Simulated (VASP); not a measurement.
A run of VASP 6.6.1 is set up as follows.

INCAR

```
PREC     = Accurate       # precision mode
ENCUT    = 520            # plane-wave cutoff, eV
EDIFF    = 1E-7           # SCF threshold, eV
ISMEAR   = 0              # smearing method
SIGMA    = 0.05           # smearing width, eV
LREAL    = F              # projectors in reciprocal space
LASPH    = T              # aspherical terms in the spheres
NELM     = 80             # most SCF steps
ALGO     = Normal         # electronic algorithm
ISIF     = 2              # what is computed and relaxed
LWAVE    = F              # write WAVECAR
LCHARG   = F              # write CHGCAR
GGA      = PS             # functional
IVDW     = 12             # dispersion correction
NBANDS   = 11             # bands
```

File KPOINTS:

```
regular mesh
0
Gamma
  15 15 15
```

POSCAR

```
C
1.0
    1.2598588274      0.7273798331      3.3656550279
   -1.2598588274      0.7273798331      3.3656550279
    0.0000000000     -1.4547596662      3.3656550279
C
2
Direct
    0.1503118573      0.1828551861      0.1665835217
    0.8496881427      0.8171448139      0.8334164783
```

Potentials or basis: VASP PAW PBE potentials, release 64 (C).

Run with:

```console
$ cat potpaw_PBE.64/C/POTCAR > POTCAR
$ mpirun -np 1 vasp_std > vasp.out
```

Question: Predict the pressure.

Answer: -16.2 GPa.

Question: What does it give for the largest force?

Answer: 3.765 eV/Å.

Question: Estimate the dispersion energy per atom.

Answer: -0.108 eV.

Stress tensor (GPa, compression positive):
```
-23.40  -5.02  -0.05
 -5.02 -24.73  -0.02
 -0.05  -0.02  -0.57
```

Caveat: the cell differs from its parent crystal (atoms displaced along a vibrational mode, the cell strained); the cell stands under tension; the PAW data sets were made with another functional, which shifts forces and pressure a little.
